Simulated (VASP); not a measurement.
# CdF2 (Immm) in VASP: notebook

The runs below take CdF2 through single point, with PBE.

Program: VASP 6.6.1. These are calculated values, not measurements. Logs are shortened: lines on timing, memory, paths and dates and some standing lists are left out, and cuts for length are marked.

### 1 The cell of the first run

The structure is orthorhombic, space group Immm (No. 71). The conventional cell has a = 3.733 Å, b = 4.017 Å, c = 5.261 Å, α = 90.00°, β = 90.00°, γ = 90.00°. Cd (site symmetry mmm) has 8 F at 2.28 to 2.40 Å within 3.0 Å. F (site symmetry mm2) has 4 Cd at 2.28 to 2.40 Å and 6 F at 2.63 to 2.74 Å within 3.0 Å.

### 2 Single point, PBE (engineering shear strain xy -0.0733, normal strain along z -0.0400)

INCAR reads:

```
PREC = Accurate
ENCUT = 700
EDIFF = 1E-6
ISMEAR = 0
SIGMA = 0.05
LREAL = False
LASPH = True
NELM = 120
ALGO = Normal
ISIF = 2
LWAVE = False
LCHARG = False
GGA = PE
NBANDS = 24
GGA_COMPAT = False
```

KPOINTS reads:

```
regular mesh
0
Gamma
  8 8 8
```

POSCAR reads:

```
CdF2
1.0
   -0.1004309148      2.7402705265      2.6306597054
    2.7402705265     -0.1004309148      2.6306597054
    2.6398396117      2.6398396117      0.0000000000
Cd F
1 2
Direct
    0.0000000000      0.0000000000      0.0000000000
    0.2500000000      0.2500000000      0.2500000000
    0.7500000000      0.7500000000      0.7500000000
```

Potentials or basis: VASP PAW PBE potentials, release 64 (Cd_sv_GW, F).

The run is started by

```console
$ cat potpaw_PBE.64/Cd_sv_GW/POTCAR potpaw_PBE.64/F/POTCAR > POTCAR
$ mpirun -np 1 vasp_std > vasp.out
```

OUTCAR:

```text
PREC = Accurate
   ENCUT = 700
   EDIFF = 1E-6
   ISMEAR = 0
   LREAL = False
   LASPH = True
   NELM = 120
   ISIF = 2
   GGA = PE

 ion  position               nearest neighbor table
   1  0.000  0.000  0.000-   2 2.28   3 2.28   3 2.28   2 2.28
   2  0.250  0.250  0.250-   1 2.28   1 2.28
   3  0.750  0.750  0.750-   1 2.28   1 2.28

  LATTYP: Found a body centered orthorhombic cell.
 ALAT       =     3.7332969814
 B/A-ratio  =     1.0760886490
 C/A-ratio  =     1.4092957075

  Lattice vectors:

 A1 = (   0.1004309148,  -2.7402705265,  -2.6306597054)
 A2 = (  -0.1004309148,   2.7402705265,  -2.6306597054)
 A3 = (   2.7402705265,  -0.1004309148,   2.6306597054)

Analysis of symmetry for initial positions (statically):
=====================================================================
 Subroutine PRICEL returns:
 Original cell was already a primitive cell.

 Routine SETGRP: Setting up the symmetry group for a
 body centered orthorhombic supercell.

 Subroutine GETGRP returns: Found  8 space group operations
 (whereof  8 operations were pure point group operations)
 out of a pool of  8 trial point group operations.

The static configuration has the point symmetry D_2h.

Analysis of symmetry for dynamics (positions and initial velocities):
=====================================================================
 Subroutine PRICEL returns:
 Original cell was already a primitive cell.

 Routine SETGRP: Setting up the symmetry group for a
 body centered orthorhombic supercell.

 Subroutine GETGRP returns: Found  8 space group operations
 (whereof  8 operations were pure point group operations)
 out of a pool of  8 trial point group operations.

The dynamic configuration has the point symmetry D_2h.

 Subroutine INISYM returns: Found  8 space group operations
 (whereof  8 operations are pure point group operations),
 and found     1 'primitive' translations

----------------------------------------------------------------------------------------

                                     Primitive cell

  volume of cell :      39.4546

  direct lattice vectors                    reciprocal lattice vectors
    -0.100430915  2.740270526  2.630659705    -0.176012865  0.176012865  0.190066392
     2.740270526 -0.100430915  2.630659705     0.176012865 -0.176012865  0.190066392
     2.639839612  2.639839612  0.000000000     0.189405446  0.189405446 -0.190066392

  length of vectors
     3.799939396  3.799939396  3.733296981     0.313187310  0.313187310  0.328441897

  position of ions in fractional coordinates (direct lattice)
     0.000000000  0.000000000  0.000000000
     0.250000000  0.250000000  0.250000000
     0.750000000  0.750000000  0.750000000

  ion indices of the primitive-cell ions
   primitive index   ion index
                 1           1
                 2           2
                 3           3

----------------------------------------------------------------------------------------

 KPOINTS: regular mesh

Automatic generation of k-mesh.
 Grid dimensions read from file:
 generate k-points for:    8    8    8

 Generating k-lattice:

  Cartesian coordinates                     Fractional coordinates (reciprocal lattice)
    -0.022001608  0.022001608  0.023758299     0.125000000  0.000000000  0.000000000
     0.022001608 -0.022001608  0.023758299     0.000000000  0.125000000  0.000000000
     0.023675681  0.023675681 -0.023758299     0.000000000  0.000000000  0.125000000

  Length of vectors
     0.039148414  0.039148414  0.041055237

  Shift w.r.t. Gamma in fractional coordinates (k-lattice)
     0.000000000  0.000000000  0.000000000

 Subroutine IBZKPT returns following result:
 ===========================================

 Found     95 irreducible k-points:

 Following reciprocal coordinates:
            Coordinates               Weight
  0.000000  0.000000  0.000000      1.000000
  0.125000 -0.000000  0.000000      4.000000
  0.250000 -0.000000  0.000000      4.000000
  0.375000  0.000000  0.000000      4.000000
  0.500000 -0.000000  0.000000      2.000000
  0.125000  0.125000  0.000000      2.000000
[... 16 lines left out ...]
  0.125000 -0.000000  0.125000      4.000000
  0.250000 -0.000000  0.125000      8.000000
 [... further k-points ...]
   k-points           NKPTS =     95   k-points in BZ     NKDIM =     95   number of bands    NBANDS=     24
   number of dos      NEDOS =    301   number of ions     NIONS =      3
   total plane-waves  NPLWV =  41472
   dimension x,y,z NGX =    36 NGY =   36 NGZ =   32
   dimension x,y,z NGXF=    72 NGYF=   72 NGZF=   64
   ions per type =               1   2
   NGX,Y,Z   is equivalent  to a cutoff of  15.75, 15.75, 14.25 a.u.
   NGXF,Y,Z  is equivalent  to a cutoff of  31.50, 31.50, 28.50 a.u.
 SYSTEM =  unknown system
   PREC   = accura    normal or accurate (medium, high low for compatibility)
   ISTART =      0    job   : 0-new  1-cont  2-samecut
   ICHARG =      2    charge: 1-file 2-atom 10-const
[... 54 lines left out ...]

 E-fermi :   1.1681     XC(G=0): -10.5022

 val. band max:        0.6098245647   @ k =  -0.2500   0.5000   0.2500
 cond. band min:       3.6284299906   @ k =   0.0000   0.0000   0.0000
 fundamental gap:      3.0186054259
 Fermi energy:         1.1680846714

 k-point     1 :       0.0000    0.0000    0.0000
  band No.  band energies     occupation
      1     -97.8881      2.00000
      2     -58.9958      2.00000
      3     -58.9919      2.00000
      4     -58.9646      2.00000
      5     -20.2021      2.00000
      6     -19.1240      2.00000
[... 16 lines left out ...]
     23      20.0043      0.00000
     24      20.8962      0.00000

 k-point     2 :       0.1250   -0.0000    0.0000
  band No.  band energies     occupation
      1     -97.8881      2.00000
      2     -58.9959      2.00000
      3     -58.9921      2.00000
      4     -58.9646      2.00000
      5     -20.1556      2.00000
      6     -19.1658      2.00000
[... 16 lines left out ...]
     23      19.7637      0.00000
     24      20.4229      0.00000

 k-point     3 :       0.2500   -0.0000    0.0000
  band No.  band energies     occupation
      1     -97.8880      2.00000
      2     -58.9964      2.00000
      3     -58.9924      2.00000
      4     -58.9648      2.00000
      5     -20.0280      2.00000
      6     -19.2808      2.00000
[... 16 lines left out ...]
     23      19.6323      0.00000
     24      19.8854      0.00000

 k-point     4 :       0.3750    0.0000    0.0000
  band No.  band energies     occupation
      1     -97.8880      2.00000
      2     -58.9969      2.00000
      3     -58.9927      2.00000
      4     -58.9649      2.00000
      5     -19.8497      2.00000
      6     -19.4445      2.00000
[... 16 lines left out ...]
     23      19.0988      0.00000
     24      19.3590      0.00000

 k-point     5 :       0.5000   -0.0000    0.0000
  band No.  band energies     occupation
      1     -97.8880      2.00000
      2     -58.9971      2.00000
      3     -58.9928      2.00000
      4     -58.9650      2.00000
      5     -19.6906      2.00000
      6     -19.5969      2.00000
[... 16 lines left out ...]
     23      19.0113      0.00000
     24      19.0335      0.00000

 k-point     6 :       0.1250    0.1250    0.0000
  band No.  band energies     occupation
      1     -97.8881      2.00000
      2     -58.9959      2.00000
      3     -58.9923      2.00000
      4     -58.9647      2.00000
      5     -20.1293      2.00000
      6     -19.1901      2.00000
[... 16 lines left out ...]
     23      20.1308      0.00000
     24      20.4082      0.00000
[... 379 lines left out ...]
 k-point    21 :       0.5000    0.5000    0.0000
  band No.  band energies     occupation
      1     -97.8880      2.00000
      2     -58.9969      2.00000
      3     -58.9943      2.00000
      4     -58.9655      2.00000
      5     -19.6732      2.00000
      6     -19.5534      2.00000
[... 16 lines left out ...]
     23      20.2110      0.00000
     24      21.2801      0.00000

 k-point    22 :      -0.0000   -0.0000    0.1250
  band No.  band energies     occupation
      1     -97.8881      2.00000
      2     -58.9958      2.00000
      3     -58.9920      2.00000
      4     -58.9649      2.00000
      5     -20.1508      2.00000
      6     -19.1681      2.00000
[... 16 lines left out ...]
     23      19.4098      0.00000
     24      20.4426      0.00000

 k-point    23 :       0.1250   -0.0000    0.1250
  band No.  band energies     occupation
      1     -97.8881      2.00000
      2     -58.9959      2.00000
      3     -58.9920      2.00000
      4     -58.9649      2.00000
      5     -20.1425      2.00000
      6     -19.1741      2.00000
[... 16 lines left out ...]
     23      19.9662      0.00000
     24      20.8351      0.00000

 k-point    24 :       0.2500   -0.0000    0.1250
  band No.  band energies     occupation
      1     -97.8880      2.00000
      2     -58.9963      2.00000
      3     -58.9923      2.00000
      4     -58.9650      2.00000
      5     -20.0513      2.00000
      6     -19.2535      2.00000
[... 16 lines left out ...]
     23      20.5882      0.00000
     24      21.1992      0.00000

 [... further k-points ...]
[... 5 lines left out ...]
  --------------------------------------------------------------------------------------
  -------------------------------------------------------------------------------------
  Total        0.7518573      0.7518573      1.8410933      0.5170728      0.0000000      0.0000000
  in kB       30.5315056     30.5315056     74.7633200     20.9973492      0.0000000      0.0000000
  external PRESSURE =      45.2754437 kB  Pullay stress =       0.0000000 kB

 VOLUME and BASIS-vectors are now :
 -----------------------------------------------------------------------------
  energy-cutoff  :      700.00
  volume of cell :       39.45
      direct lattice vectors                 reciprocal lattice vectors
    -0.100430915  2.740270526  2.630659705    -0.176012865  0.176012865  0.190066392
     2.740270526 -0.100430915  2.630659705     0.176012865 -0.176012865  0.190066392
     2.639839612  2.639839612  0.000000000     0.189405446  0.189405446 -0.190066392

 POSITION                                       TOTAL-FORCE (eV/Angst)
 -----------------------------------------------------------------------------------
      0.00000      0.00000      0.00000         0.000000      0.000000      0.000000
      1.31992      1.31992      1.31533         0.000000      0.000000      0.178742
      3.95976      3.95976      3.94599         0.000000      0.000000     -0.178742
 -----------------------------------------------------------------------------------
    total drift:                               -0.000000      0.000000      0.000000

  FREE ENERGIE OF THE ION-ELECTRON SYSTEM (eV)
  ---------------------------------------------------
  free  energy   TOTEN  =       -10.9595714129 eV

  energy  without entropy=      -10.9595714129  energy(sigma->0) =      -10.95957141
```

It took 60 s on 1 thread of AMD EPYC 9R45 (Zen 5), shared host; peak memory 0.27 GiB.

Results:

```
Free energy            : -10.9596 eV
Pressure               : 4.5 GPa
Largest force          : 0.179 eV/Å
Band gap on the k mesh : 3.02 eV (least direct gap 3.36 eV)
```

Forces in eV/Å, atoms in the order of the input:
```
Cd   0.000  0.000  0.000
F    0.000  0.000  0.179
F    0.000  0.000 -0.179
```

Stress tensor (GPa, compression positive):
```
3.05 2.10 0.00
2.10 3.05 0.00
0.00 0.00 7.48
```

Levels at points of the mesh, in eV from the valence-band top:
| k point | band 13 | band 14 | band 15 | band 16 | band 17 | band 18 | band 19 | band 20 | band 21 | band 22 |
| --- | --- | --- | --- | --- | --- | --- | --- | --- | --- | --- |
| (0.00, 0.00, 0.00) | -1.00 | -0.78 | -0.68 | -0.67 | -0.34 | 3.02 | 12.00 | 12.59 | 13.38 | 17.54 |
| (0.50, 0.00, 0.00) | -2.25 | -1.93 | -1.75 | -0.42 | -0.31 | 6.92 | 8.89 | 14.33 | 14.82 | 18.15 |
| (0.50, 0.50, 0.00) | -3.03 | -2.91 | -0.40 | -0.29 | -0.03 | 7.84 | 9.53 | 11.91 | 13.37 | 14.70 |
| (0.00, 0.00, 0.50) | -2.36 | -1.88 | -1.87 | -0.59 | -0.47 | 7.25 | 9.23 | 13.71 | 14.77 | 17.33 |
| (0.50, 0.00, 0.50) | -3.01 | -2.87 | -0.63 | -0.20 | -0.03 | 7.95 | 9.57 | 11.89 | 14.02 | 14.43 |

Caveat: the cell differs from its parent crystal (engineering shear strain xy -0.0733, normal strain along z -0.0400); the cell stands under pressure. A k mesh can miss the band edges.

### 3 Single point, PBE (engineering shear strain xy -0.2200, normal strain along z -0.0267)

INCAR reads:

```
SYSTEM = CdF2
PREC     = Accurate       ! precision mode
ENCUT    = 700            ! plane-wave cutoff, eV
EDIFF    = 1E-6           ! SCF threshold, eV
ISMEAR   = 0              ! smearing method
SIGMA    = 0.05           ! smearing width, eV
LREAL    = .False.        ! projectors in reciprocal space
LASPH    = .True.         ! aspherical terms in the spheres
NELM     = 120            ! most SCF steps
ALGO     = Normal         ! electronic algorithm
ISIF     = 2              ! what is computed and relaxed
LWAVE    = .False.        ! write WAVECAR
LCHARG   = .False.        ! write CHGCAR
GGA      = PE             ! functional
NBANDS   = 24             ! bands
GGA_COMPAT= .False.
```

KPOINTS reads:

```
Automatic mesh
0
Gamma
  8 8 8
  0 0 0
```

POSCAR reads:

```
CdF2
1.0
   -0.3014297579      2.7402705265      2.6671053034
    2.7402705265     -0.3014297579      2.6671053034
    2.4388407686      2.4388407686      0.0000000000
Cd F
1 2
Direct
    0.0000000000      0.0000000000      0.0000000000
    0.2500000000      0.2500000000      0.2500000000
    0.7500000000      0.7500000000      0.7500000000
```

Potentials or basis: VASP PAW PBE potentials, release 64 (Cd_sv_GW, F).

The run is started by

```console
$ cat potpaw_PBE.64/Cd_sv_GW/POTCAR potpaw_PBE.64/F/POTCAR > POTCAR
$ mpirun -np 1 vasp_std > vasp.out
```

Wall time 50 s (1 thread of Intel Xeon 6975P-C (Granite Rapids), shared host); peak memory 0.3 GiB.

The run converged. Its results:

```yaml
Free_energy: -10.8063 eV
Pressure: 8.6 GPa
Largest_force: 0.658 eV/Å
Band_gap_on_the_k_mesh: 2.92 eV (least direct gap 3.16 eV)
```

Forces in eV/Å, atoms in the order of the input:
```
Cd   0.000  0.000  0.000
F    0.000  0.000  0.658
F    0.000  0.000 -0.658
```

Stress tensor (GPa, compression positive):
```
 7.73  7.62  0.00
 7.62  7.73  0.00
 0.00  0.00 10.47
```

Levels at points of the mesh, in eV from the valence-band top:
```csv
k point,band 13,band 14,band 15,band 16,band 17,band 18,band 19,band 20,band 21,band 22
"(0.00, 0.00, 0.00)",-1.29,-1.24,-1.12,-1.08,-0.24,2.92,10.51,12.65,14.74,17.25
"(0.50, 0.00, 0.00)",-2.57,-2.26,-2.03,-0.73,-0.24,6.46,8.33,13.67,15.93,17.59
"(0.50, 0.50, 0.00)",-3.21,-2.98,-0.91,-0.77,0.00,7.71,9.37,11.71,11.90,15.96
"(0.00, 0.00, 0.50)",-2.88,-2.39,-2.13,-1.06,-0.75,7.47,9.31,12.54,14.83,16.18
"(0.50, 0.00, 0.50)",-3.35,-3.25,-1.07,-0.61,-0.25,7.93,9.14,11.71,13.82,14.09
```

Caveat: the cell differs from its parent crystal (engineering shear strain xy -0.2200, normal strain along z -0.0267); the cell stands under pressure.

### 4 Single point, PBE (engineering shear strain xy -0.1467, normal strain along z -0.0267)

INCAR reads:

```
SYSTEM = CdF2
ALGO = Normal ; EDIFF = 1E-6
ENCUT = 700 ; GGA = PE
GGA_COMPAT = .False. ; ISIF = 2
ISMEAR = 0 ; LASPH = .True.
LCHARG = .False. ; LREAL = .False.
LWAVE = .False. ; NBANDS = 24
NELM = 120 ; PREC = Accurate
SIGMA = 0.05
```

KPOINTS reads:

```
k-points
0
Gamma
  8 8 8
  0 0 0
```

POSCAR reads:

```
CdF2
1.0
   -0.2009988431      2.7402705265      2.6671053034
    2.7402705265     -0.2009988431      2.6671053034
    2.5392716834      2.5392716834      0.0000000000
Cd F
1 2
Direct
    0.0000000000      0.0000000000      0.0000000000
    0.2500000000      0.2500000000      0.2500000000
    0.7500000000      0.7500000000      0.7500000000
```

The run is started by

```console
$ cat potpaw_PBE.64/Cd_sv_GW/POTCAR potpaw_PBE.64/F/POTCAR > POTCAR
$ mpirun -np 1 vasp_std > vasp.out
```

It took 1.8 min on 1 thread of Intel Xeon Platinum 8488C (Sapphire Rapids), shared host; peak memory 0.3 GiB.

The run converged. Its results:

- Free energy: -10.9238 eV
- Pressure: 5.1 GPa
- Largest force: 0.351 eV/Å
- Band gap on the k mesh: 2.95 eV (least direct gap 3.25 eV)

Forces in eV/Å, atoms in the order of the input:
```
Cd   0.000  0.000  0.000
F    0.000  0.000  0.351
F    0.000  0.000 -0.351
```

Stress tensor (GPa, compression positive):
```
4.14 4.25 0.00
4.25 4.14 0.00
0.00 0.00 6.88
```

Levels at points of the mesh, in eV from the valence-band top:
```tsv
k point	band 14	band 15	band 16	band 17	band 18	band 19	band 20	band 21
(0.00, 0.00, 0.00)	-0.98	-0.96	-0.83	-0.29	2.95	11.22	12.57	13.99
(0.50, 0.00, 0.00)	-2.03	-1.83	-0.54	-0.27	6.64	8.61	13.92	15.32
(0.50, 0.50, 0.00)	-2.87	-0.62	-0.49	0.00	7.74	9.43	11.80	12.60
(0.00, 0.00, 0.50)	-2.07	-1.93	-0.81	-0.60	7.31	9.27	13.09	14.72
(0.50, 0.00, 0.50)	-3.00	-0.78	-0.36	-0.14	7.86	9.35	11.79	14.00
```

Caveat: the cell differs from its parent crystal (engineering shear strain xy -0.1467, normal strain along z -0.0267); the cell stands under pressure. A k mesh can miss the band edges.

### 5 Single point, PBE (engineering shear strain xy -0.1467, normal strain along z -0.0400)

INCAR reads:

```
PREC = Accurate
ENCUT = 700
EDIFF = 1E-6
ISMEAR = 0
SIGMA = 0.05
LREAL = False
LASPH = True
NELM = 120
ALGO = Normal
ISIF = 2
LWAVE = False
LCHARG = False
GGA = PE
NBANDS = 24
GGA_COMPAT = False
```

KPOINTS reads:

```
regular mesh
0
Gamma
  8 8 8
```

POSCAR reads:

```
CdF2
1.0
   -0.2009988431      2.7402705265      2.6306597054
    2.7402705265     -0.2009988431      2.6306597054
    2.5392716834      2.5392716834      0.0000000000
Cd F
1 2
Direct
    0.0000000000      0.0000000000      0.0000000000
    0.2500000000      0.2500000000      0.2500000000
    0.7500000000      0.7500000000      0.7500000000
```

The run is started by

```console
$ cat potpaw_PBE.64/Cd_sv_GW/POTCAR potpaw_PBE.64/F/POTCAR > POTCAR
$ mpirun -np 1 vasp_std > vasp.out
```

Wall time 74 s (1 thread of Intel Xeon Platinum 8488C (Sapphire Rapids), shared host); peak memory 0.3 GiB.

It converged, with:

* Free energy: -10.8943 eV
* Pressure: 6.7 GPa
* Largest force: 0.411 eV/Å
* Band gap on the k mesh: 2.98 eV (least direct gap 3.25 eV)

Forces on the atoms (eV/Å):
```
Cd   0.000  0.000  0.000
F    0.000  0.000  0.411
F    0.000  0.000 -0.411
```

Stress tensor (GPa, compression positive):
```
5.30 4.75 0.00
4.75 5.30 0.00
0.00 0.00 9.58
```

Levels at points of the mesh, in eV from the valence-band top:
```
           k point  band 15  band 16  band 17  band 18  band 19  band 20
(0.00, 0.00, 0.00)    -0.95    -0.85    -0.27     2.98    11.28    12.61
(0.50, 0.00, 0.00)    -1.87    -0.54    -0.26     6.72     8.63    14.04
(0.50, 0.50, 0.00)    -0.60    -0.54     0.00     7.81     9.47    11.83
(0.00, 0.00, 0.50)    -2.01    -0.83    -0.62     7.39     9.29    13.13
(0.50, 0.00, 0.50)    -0.84    -0.39    -0.13     7.97     9.40    11.81
```

Caveat: the cell differs from its parent crystal (engineering shear strain xy -0.1467, normal strain along z -0.0400); the cell stands under pressure.

### 6 Summary

```tsv
cell	gap on the mesh (eV)	pressure (GPa)	largest force (eV/Å)
a = 3.800, b = 3.800, c = 3.733 Å, angles 60.6, 60.6, 63.8°, 3 atoms	3.02	4.5	0.18
a = 3.836, b = 3.836, c = 3.449 Å, angles 63.3, 63.3, 68.2°, 3 atoms	2.92	8.6	0.66
a = 3.829, b = 3.829, c = 3.591 Å, angles 62.0, 62.0, 65.8°, 3 atoms	2.95	5.1	0.35
a = 3.804, b = 3.804, c = 3.591 Å, angles 61.8, 61.8, 66.3°, 3 atoms	2.98	6.7	0.41
```

Alike in all rows: task single point; level PBE; potentials or basis VASP PAW PBE potentials, release 64 (Cd_sv_GW, F); no spin polarisation; k mesh 8 × 8 × 8; cutoff (eV) 700; smearing gaussian 0.05 eV.

Caveats: the cell stands under pressure.

Absolute energies hang on the potentials; compare differences alone.
